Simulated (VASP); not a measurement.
Write the native input for VASP 6.6.1 that does the following.

| Item | Value |
| --- | --- |
| Task | relaxation of cell and atoms |
| Functional | PBE |
| Potentials or basis | VASP PAW PBE potentials, release 64 (Ca_sv, Zr_sv, N) |
| Cutoff | 600 eV |
| k mesh | 6 × 6 × 6 |
| Occupations | gaussian, width 0.1 eV |
| Spin | no spin polarisation |
| Dipole correction | no |
| Further INCAR settings | ALGO = Normal; EDIFF = 1e-06; IBRION = 2; EDIFFG = -0.01; NSW = 100; ISIF = 3 |

The structure of Ca2Zr2N lies in POSCAR:

```
Ca2Zr2N
1.0
    5.9709475621      0.0000000000      0.0000000000
   -2.9854737810      5.1709922734      0.0000000000
    0.0000000000      0.0000000000      6.6302862285
Ca Zr N
2 2 1
Direct
    0.3333333333      0.6666666667      0.0000000000
    0.6666666667      0.3333333333      0.0000000000
    0.0000000000      0.0000000000      0.7863672106
    0.0000000000      0.0000000000      0.2136327894
    0.0000000000      0.0000000000      0.5000000000
```

The cell was built from a structure type or drawn by symmetry, and may not be a known phase.

One way to write it, as run:

INCAR

```
PREC     = Accurate       # precision mode
ENCUT    = 600            # plane-wave cutoff, eV
EDIFF    = 1E-6           # SCF threshold, eV
ISMEAR   = 0              # smearing method
SIGMA    = 0.1            # smearing width, eV
LREAL    = False          # projectors in reciprocal space
LASPH    = True           # aspherical terms in the spheres
NELM     = 100            # most SCF steps
ALGO     = Normal         # electronic algorithm
ISIF     = 3              # what is computed and relaxed
LWAVE    = False          # write WAVECAR
LCHARG   = False          # write CHGCAR
GGA      = PE             # functional
IBRION   = 2              # ionic algorithm
NSW      = 100            # ionic steps
EDIFFG   = -0.01          # ionic threshold
```

KPOINTS

```
regular mesh
0
Gamma
  6 6 6
```

Potentials or basis: VASP PAW PBE potentials, release 64 (Ca_sv, Zr_sv, N).

Command:

```console
$ cat potpaw_PBE.64/Ca_sv/POTCAR potpaw_PBE.64/Zr_sv/POTCAR potpaw_PBE.64/N/POTCAR > POTCAR
$ mpirun -np 1 vasp_std > vasp.out
```

It gave:

```yaml
Relaxed_volume: 41.11 Å³/atom
Relaxed_cell: a = 5.978 Å, b = 5.978 Å, c = 6.642 Å, α = 90.00°, β = 90.00°, γ = 120.00°
Space_group_after_relaxing_to_0.1_Å: P6/mmm (No. 191)
Energy_gained_by_relaxing: 0.1 meV/atom
Ionic_steps: 5
Pressure_after_relaxing: 0.0 GPa
Largest_force_after_relaxing: 0.004 eV/Å
Band_gap_on_the_k_mesh: zero (an odd number of electrons rules out a gap without spin polarisation)
```

It took 7.7 min on 1 thread of AMD EPYC 9R45 96-Core Processor (Zen 5), on a shared host, peak memory 0.47 GiB.
